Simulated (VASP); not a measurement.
# LiF (P6_3mc) in VASP: notebook, part 2 of 2

VASP 6.6.1. Earlier steps stand in the parts before.

### 4 Single point, LDA

The input, INCAR:

```
SYSTEM = LiF
ALGO = Normal
EDIFF = 1E-6
ENCUT = 520
GGA = CA
ISIF = 2
ISMEAR = 0
LASPH = .True.
LCHARG = .True.
LELF = .True.
LREAL = .False.
LVHAR = .True.
LWAVE = .False.
NBANDS = 18
NELM = 100
PREC = Accurate
SIGMA = 0.05
```

The input, KPOINTS:

```
k-points
0
Gamma
  9 9 6
  0 0 0
```

The input, POSCAR:

```
LiF
1.0
    3.0801704379      0.0000000000      0.0000000000
   -1.5400852189      2.6675058472      0.0000000000
    0.0000000000      0.0000000000      4.5087534870
Li F
2 2
Direct
    0.3333333333      0.6666666667      0.3465456496
    0.6666666667      0.3333333333      0.8465456496
    0.3333333333      0.6666666667      0.9910195924
    0.6666666667      0.3333333333      0.4910195924
```

Potentials or basis: VASP PAW LDA potentials, release 64 (Li_sv, F).

Launch:

```
> cat potpaw_LDA.64/Li_sv/POTCAR potpaw_LDA.64/F/POTCAR > POTCAR
> mpirun -np 1 vasp_std > vasp.out
```

OUTCAR:

```text
SYSTEM = LiF
   EDIFF = 1E-6
   ENCUT = 520
   GGA = CA
   ISIF = 2
   ISMEAR = 0
   LASPH = .True.
   LREAL = .False.
   NELM = 100
   PREC = Accurate

 ion  position               nearest neighbor table
   1  0.333  0.667  0.347-   3 1.60   4 1.89   4 1.89   4 1.89
   2  0.667  0.333  0.847-   4 1.60   3 1.89   3 1.89   3 1.89
   3  0.333  0.667  0.991-   1 1.60   2 1.89   2 1.89   2 1.89
   4  0.667  0.333  0.491-   2 1.60   1 1.89   1 1.89   1 1.89

  LATTYP: Found a hexagonal cell.
 ALAT       =     3.0801704379
 C/A-ratio  =     1.4638000000

  Lattice vectors:

 A1 = (   3.0801704379,   0.0000000000,   0.0000000000)
 A2 = (  -1.5400852189,   2.6675058472,   0.0000000000)
 A3 = (   0.0000000000,   0.0000000000,   4.5087534870)

Analysis of symmetry for initial positions (statically):
=====================================================================
 Subroutine PRICEL returns:
 Original cell was already a primitive cell.

 Routine SETGRP: Setting up the symmetry group for a
 hexagonal supercell.

 Subroutine GETGRP returns: Found 12 space group operations
 (whereof  6 operations were pure point group operations)
 out of a pool of 24 trial point group operations.

The static configuration has the point symmetry C_3v.
 The point group associated with its full space group is C_6v.

Analysis of symmetry for dynamics (positions and initial velocities):
=====================================================================
 Subroutine PRICEL returns:
 Original cell was already a primitive cell.

 Routine SETGRP: Setting up the symmetry group for a
 hexagonal supercell.

 Subroutine GETGRP returns: Found 12 space group operations
 (whereof  6 operations were pure point group operations)
 out of a pool of 24 trial point group operations.

The dynamic configuration has the point symmetry C_3v.
 The point group associated with its full space group is C_6v.

 Subroutine INISYM returns: Found 12 space group operations
 (whereof  6 operations are pure point group operations),
 and found     1 'primitive' translations

----------------------------------------------------------------------------------------

                                     Primitive cell

  volume of cell :      37.0456

  direct lattice vectors                    reciprocal lattice vectors
     3.080170438  0.000000000  0.000000000     0.324657359  0.187441014  0.000000000
    -1.540085219  2.667505847  0.000000000     0.000000000  0.374882027  0.000000000
     0.000000000  0.000000000  4.508753487     0.000000000  0.000000000  0.221790790

  length of vectors
     3.080170438  3.080170438  4.508753487     0.374882027  0.374882027  0.221790790

  position of ions in fractional coordinates (direct lattice)
     0.333333333  0.666666667  0.346545650
     0.666666667  0.333333333  0.846545650
     0.333333333  0.666666667  0.991019592
     0.666666667  0.333333333  0.491019592

  ion indices of the primitive-cell ions
   primitive index   ion index
                 1           1
                 2           2
                 3           3
                 4           4

----------------------------------------------------------------------------------------

 KPOINTS: k-points
[... 24 lines left out ...]
            Coordinates               Weight
  0.000000  0.000000  0.000000      1.000000
  0.111111  0.000000  0.000000      6.000000
  0.222222 -0.000000  0.000000      6.000000
  0.333333  0.000000  0.000000      6.000000
  0.444444 -0.000000  0.000000      6.000000
  0.111111  0.111111  0.000000      6.000000
[... 16 lines left out ...]
  0.333333  0.222222  0.166667     24.000000
  0.333333  0.333333  0.166667      4.000000
 [... further k-points ...]
   k-points           NKPTS =     48   k-points in BZ     NKDIM =     48   number of bands    NBANDS=     18
   number of dos      NEDOS =    301   number of ions     NIONS =      4
   total plane-waves  NPLWV =  20736
   dimension x,y,z NGX =    24 NGY =   24 NGZ =   36
   dimension x,y,z NGXF=    48 NGYF=   48 NGZF=   72
   ions per type =               2   2
   NGX,Y,Z   is equivalent  to a cutoff of  12.95, 12.95, 13.27 a.u.
   NGXF,Y,Z  is equivalent  to a cutoff of  25.91, 25.91, 26.55 a.u.
 SYSTEM =  LiF
   PREC   = accura    normal or accurate (medium, high low for compatibility)
   ISTART =      0    job   : 0-new  1-cont  2-samecut
   ICHARG =      2    charge: 1-file 2-atom 10-const
   ISPIN  =      1    spin polarized calculation?
   LNONCOLLINEAR =      F non collinear calculations
   LSORBIT =      F    spin-orbit coupling
   LASPH  =      T    aspherical Exc in radial PAW
   ENCUT  =  520.0 eV  38.22 Ry    6.18 a.u.   5.73  5.73  8.38*2*pi/ulx,y,z
   NELM   =    100;   NELMIN=  2; NELMDL= -5     # of ELM steps
   EDIFF  = 0.1E-05   stopping-criterion for ELM
   LREAL  =      F    real-space projection
   EDIFFG = 0.1E-04   stopping-criterion for IOM
   NSW    =      0    number of steps for IOM
   IBRION =     -1    ionic relax: 0-MD 1-quasi-New 2-CG
   NFREE  =      0    steps in history (QN), initial steepest desc. (CG)
   ISIF   =      2    stress and relaxation
   ISYM   =      2    0-nonsym 1-usesym 2-fastsym
   POTIM  = 0.5000    time-step for ionic-motion
   TEBEG  =    0.0;   TEEND  =   0.0 temperature during run
   PSTRESS=    0.0 pullay stress
   NELECT =      20.0000    total number of electrons
   NUPDOWN=      -1.0000    fix difference up-down
   EMIN   =  10.00;   EMAX   =-10.00  energy-range for DOS
   EFERMI =   0.00;   METHOD = LEGACY
   ISMEAR =     0;   SIGMA  =   0.05  broadening in eV -4-tet -1-fermi 0-gaus
   EFERMI_NEDOS =   21; number of points for ismear=-14 and -15
   IALGO  =     38    algorithm
   IMIX   =      4    mixing-type and parameters
     AMIX     =   0.40;   BMIX     =  1.00
     AMIX_MAG =   1.60;   BMIX_MAG =  1.00
  volume/ion in A,a.u.               =       9.26        62.50
  Fermi-wavevector in a.u.,A,eV,Ry     =   1.333028  2.519058 24.177060  1.776964
  Thomas-Fermi vector in A             =   2.461918
   LORBIT       =      0    0 simple, 1 ext, 2 COOP (PROOUT), +10 PAW based schemes
   GGA     = CA    functional components
   LHFCALC =     F    Hartree Fock is set to
   AEXX    =    0.0000 exact exchange contribution
   IVDW    =     0    specifies the selected vdW correction
   LEPSILON=     F    determine dielectric tensor
   LRPA    =     F    only Hartree local field effects (RPA)
 non-spin polarized calculation
 Gauss-broadening in eV      SIGMA  =   0.05
  energy-cutoff  :      520.00
  volume of cell :       37.05
 maximum number of plane-waves:      1010
 NGX is ok and might be reduce to    24

 number of electron      19.9999975 magnetization

 Free energy of the ion-electron system (eV)
  ---------------------------------------------------
  ext. energy  EPLUGINS =         0.00000000
  ---------------------------------------------------
  free energy    TOTEN  =       -20.49706475 eV

  energy without entropy =      -20.49706475  energy(sigma->0) =      -20.49706475

 E-fermi :  -2.2003     XC(G=0):  -9.8424

 val. band max:       -2.5822857023   @ k =   0.0000   0.0000   0.0000
 cond. band min:       5.3306286243   @ k =   0.0000   0.0000   0.0000
 fundamental gap:      7.9129143266
 Fermi energy:        -2.2002916281

 k-point     1 :       0.0000    0.0000    0.0000
  band No.  band energies     occupation
      1     -41.5610      2.00000
      2     -41.4684      2.00000
      3     -21.5743      2.00000
      4     -21.3711      2.00000
      5      -4.7398      2.00000
      6      -3.0773      2.00000
[... 481 lines left out ...]
      5      -4.7188      2.00000
      6      -4.0147      2.00000
[... 10 lines left out ...]
     17      16.7111      0.00000
     18      19.0772      0.00000

 [... further k-points ...]

------------------------ aborting loop because EDIFF is reached ----------------------------------------

  FORCE on cell =-STRESS in cart. coord.  units (eV):
  Direction    XX          YY          ZZ          XY          YZ          ZX
  --------------------------------------------------------------------------------------
  -------------------------------------------------------------------------------------
  Total       -0.9774942     -0.9774942      4.7707223     -0.0000000     -0.0000000      0.0000000
  in kB      -42.2754420    -42.2754420    206.3279675     -0.0000000     -0.0000000      0.0000000
  external PRESSURE =      40.5923612 kB  Pullay stress =       0.0000000 kB

 VOLUME and BASIS-vectors are now :
 -----------------------------------------------------------------------------
  energy-cutoff  :      520.00
  volume of cell :       37.05
      direct lattice vectors                 reciprocal lattice vectors
     3.080170438  0.000000000  0.000000000     0.324657359  0.187441014  0.000000000
    -1.540085219  2.667505847  0.000000000     0.000000000  0.374882027  0.000000000
     0.000000000  0.000000000  4.508753487     0.000000000  0.000000000  0.221790790

 POSITION                                       TOTAL-FORCE (eV/Angst)
 -----------------------------------------------------------------------------------
     -0.00000      1.77834      1.56249         0.000000     -0.000000      1.699550
      1.54009      0.88917      3.81687        -0.000000      0.000000      1.699550
     -0.00000      1.77834      4.46826         0.000000     -0.000000     -1.699550
      1.54009      0.88917      2.21389        -0.000000     -0.000000     -1.699550
 -----------------------------------------------------------------------------------
    total drift:                               -0.000001     -0.000001     -0.001751

  FREE ENERGIE OF THE ION-ELECTRON SYSTEM (eV)
  ---------------------------------------------------
  free  energy   TOTEN  =       -20.4970647479 eV

  energy  without entropy=      -20.4970647479  energy(sigma->0) =      -20.49706475
```

Run time: 9 s. Hardware: 1 thread of Intel Xeon 6975P-C (Granite Rapids), shared host; peak memory 0.14 GiB.

Results:

```
Free energy            : -20.4971 eV
Largest force          : 1.700 eV/Å
Band gap on the k mesh : 7.91 eV
```

Forces in eV/Å, atoms in the order of the input:
```
Li   0.000  0.000  1.700
Li   0.000  0.000  1.700
F    0.000  0.000 -1.700
F    0.000  0.000 -1.700
```

Levels at points of the mesh, in eV from the valence-band top:
| k point | band 8 | band 9 | band 10 | band 11 | band 12 | band 13 |
| --- | --- | --- | --- | --- | --- | --- |
| (0.00, 0.00, 0.00) | -0.02 | 0.00 | 0.00 | 7.91 | 12.61 | 16.02 |
| (0.00, 0.00, 0.50) | -0.25 | -0.25 | -0.25 | 9.60 | 9.60 | 18.59 |

Caveat: the cutoff is under 1.25 times the usual one of these potentials, so pressure, stress and relaxed cells hold a basis-set (Pulay) error; an odd mesh through Γ misses points on the zone boundary, where band edges can lie; forces of over 1 eV/Å act on the atoms, so gaps and moduli don't describe the material at rest.

### 5 Single point, LDA

This run uses another cell than the first one, of the same volume but with other edges.

INCAR, as its differences from that of step 4:

```diff
@@ -8,6 +8,4 @@
 LASPH = .True.
-LCHARG = .True.
-LELF = .True.
+LCHARG = .False.
 LREAL = .False.
-LVHAR = .True.
 LWAVE = .False.
```

KPOINTS is that of step 4.

The input, POSCAR:

```
LiF
1.0
    2.9680706168      0.0000000000      0.0000000000
   -1.4840353084      2.5704245544      0.0000000000
    0.0000000000      0.0000000000      4.8557635292
Li F
2 2
Direct
    0.3333333333      0.6666666667      0.4307693551
    0.6666666667      0.3333333333      0.9307693551
    0.3333333333      0.6666666667      0.9910195924
    0.6666666667      0.3333333333      0.4910195924
```

Launch:

```
> cat potpaw_LDA.64/Li_sv/POTCAR potpaw_LDA.64/F/POTCAR > POTCAR
> mpirun -np 1 vasp_std > vasp.out
```

Run time: 9.1 s. Hardware: 1 thread of Intel Xeon 6975P-C (Granite Rapids), shared host; peak memory 0.14 GiB.

It converged, with:

```
Free energy            : -20.6056 eV
Largest force          : 0.415 eV/Å
Band gap on the k mesh : 7.67 eV
```

Forces in eV/Å, atoms in the order of the input:
```
Li   0.000  0.000 -0.415
Li   0.000  0.000 -0.415
F    0.000  0.000  0.415
F    0.000  0.000  0.415
```

Levels at points of the mesh, in eV from the valence-band top:
```tsv
k point	band 6	band 7	band 8	band 9	band 10	band 11	band 12	band 13	band 14	band 15
(0.00, 0.00, 0.00)	-0.72	-0.72	-0.44	-0.44	0.00	7.67	11.84	15.48	18.79	18.79
(0.00, 0.00, 0.50)	-1.50	-0.58	-0.58	-0.58	-0.58	9.50	9.50	17.32	17.32	19.08
```

Caveat: the cutoff is under 1.25 times the usual one of these potentials, so pressure, stress and relaxed cells hold a basis-set (Pulay) error; an odd mesh through Γ misses points on the zone boundary, where band edges can lie.

### 6 Summary

| cell | gap on the mesh (eV) | largest force (eV/Å) |
| --- | --- | --- |
| a = 3.098, b = 3.098, c = 4.458 Å, angles 90.0, 90.0, 120.0°, 4 atoms, atomic positions A | 7.70 | 0.19 |
| a = 2.968, b = 2.968, c = 4.856 Å, angles 90.0, 90.0, 120.0°, 4 atoms, atomic positions B | 7.94 | 0.28 |
| a = 3.080, b = 3.080, c = 4.509 Å, angles 90.0, 90.0, 120.0°, 4 atoms, atomic positions C | 7.91 | 1.70 |
| a = 2.968, b = 2.968, c = 4.856 Å, angles 90.0, 90.0, 120.0°, 4 atoms, atomic positions D | 7.67 | 0.41 |

Alike in all rows: task single point; level LDA; potentials or basis VASP PAW LDA potentials, release 64 (Li_sv, F); no spin polarisation; k mesh 9 × 9 × 6; cutoff (eV) 520; smearing gaussian 0.05 eV.

Caveats: the cutoff is under 1.25 times the usual one of these potentials, so pressure, stress and relaxed cells hold a basis-set (Pulay) error; an odd mesh through Γ misses points on the zone boundary, where band edges can lie; forces of over 1 eV/Å act on the atoms, so gaps and moduli don't describe the material at rest (at least some runs).

Total energies depend on the potentials used, so only differences within one code and one set of settings carry meaning.
